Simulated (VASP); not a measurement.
A run of VASP 6.6.1:

POSCAR

```
Mn2B
1.0
   -2.5740000000      2.5740000000      2.1040000000
    2.5740000000     -2.5740000000      2.1040000000
    2.5740000000      2.5740000000     -2.1040000000
Mn B
4 2
Direct
    0.6630000000      0.1630000000      0.8260000000
    0.1630000000      0.3370000000      0.5000000000
    0.3370000000      0.8370000000      0.1740000000
    0.8370000000      0.6630000000      0.5000000000
    0.2500000000      0.2500000000      0.0000000000
    0.7500000000      0.7500000000      0.0000000000
```

The input INCAR.step1:

```
SYSTEM = Mn2B
  PREC = Accurate
  ENCUT = 520
  ISMEAR = -1
  SIGMA = 0.05
  LREAL = .FALSE.
  LASPH = .TRUE.
  NELM = 150
  ISPIN = 2
  MAGMOM = 4.5 4.5 4.5 -4.5 0 0
  LMAXMIX = 4
  NBANDS = 42
  GGA = PE
  ALGO = Normal
  EDIFF = 1E-4
  LWAVE = .TRUE.
  LCHARG = .FALSE.
```

Contents of INCAR.step2:

```
SYSTEM = Mn2B
  PREC = Accurate
  ENCUT = 520
  EDIFF = 1E-6
  ISMEAR = -1
  SIGMA = 0.05
  LREAL = .FALSE.
  LASPH = .TRUE.
  NELM = 150
  ALGO = Normal
  ISIF = 2
  LWAVE = .FALSE.
  LCHARG = .TRUE.
  ISPIN = 2
  MAGMOM = 4.5 4.5 4.5 -4.5 0 0
  LORBIT = 11
  LMAXMIX = 4
  METAGGA = R2SCAN
  LMIXTAU = .TRUE.
  LELF = .TRUE.
  LVHAR = .TRUE.
  NBANDS = 42
  ISTART = 1
```

File KPOINTS:

```
Automatic mesh
0
G
  7 7 7
  0 0 0
```

Potentials or basis: VASP PAW PBE potentials, release 64 (Mn_pv, B).

Command:

```sh
$ cat potpaw_PBE.64/Mn_pv/POTCAR potpaw_PBE.64/B/POTCAR > POTCAR
$ cp INCAR.step1 INCAR
$ mpirun -np 1 vasp_std > vasp.out
$ cp INCAR.step2 INCAR
$ mpirun -np 1 vasp_std > vasp.out
```

Hardware: 1 thread of Intel Xeon 8259CL (shared host).

**Question.** How long does it take, and how much memory?

**Answer.** It took 18 min on 1 thread of Intel Xeon 8259CL (shared host), peak memory 0.36 GiB. Counts: k points 64.
